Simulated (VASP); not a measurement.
Input of a VASP 6.6.1 run:

INCAR

```
PREC = Accurate ; ENCUT = 520
EDIFF = 1E-6 ; ISMEAR = -1
SIGMA = 0.05 ; LREAL = Auto
LASPH = T ; NELM = 100
ALGO = Normal ; ISIF = 2
LWAVE = F ; LCHARG = F
GGA = PE ; IBRION = 2
NSW = 45 ; EDIFFG = -0.08
```

Contents of KPOINTS:

```
regular mesh
0
Gamma
  2 2 2
```

Contents of POSCAR:

```
Si16Ge
1.0
    0.0000000000      5.4300000000      5.4300000000
    5.4300000000      0.0000000000      5.4300000000
    5.4300000000      5.4300000000      0.0000000000
Si Ge
16 1
Direct
    0.0000000000      0.0000000000      0.0000000000
    0.1250000000      0.1250000000      0.1250000000
    0.0000000000      0.0000000000      0.5000000000
    0.1250000000      0.1250000000      0.6250000000
    0.0000000000      0.5000000000      0.0000000000
    0.1250000000      0.6250000000      0.1250000000
    0.0000000000      0.5000000000      0.5000000000
    0.1250000000      0.6250000000      0.6250000000
    0.5000000000      0.0000000000      0.0000000000
    0.6250000000      0.1250000000      0.1250000000
    0.5000000000      0.0000000000      0.5000000000
    0.6250000000      0.1250000000      0.6250000000
    0.5000000000      0.5000000000      0.0000000000
    0.6250000000      0.6250000000      0.1250000000
    0.5000000000      0.5000000000      0.5000000000
    0.6250000000      0.6250000000      0.6250000000
    0.7491681000      0.7468078000      0.7604089000
```

Potentials or basis: VASP PAW PBE potentials, release 64 (Si, Ge_d).

Launch:

```bash
$ cat potpaw_PBE.64/Si/POTCAR potpaw_PBE.64/Ge_d/POTCAR > POTCAR
$ mpirun -np 1 vasp_std > vasp.out
```

(1) Estimate the energy gained by relaxing.

(2) What does it give for the band gap on the k mesh?

Results:

(1) 21.1 meV/atom.

(2) zero (bands 39 and 40 overlap by 0.31 eV).

Caveat: the k points lie up to 0.50 Å⁻¹ apart.
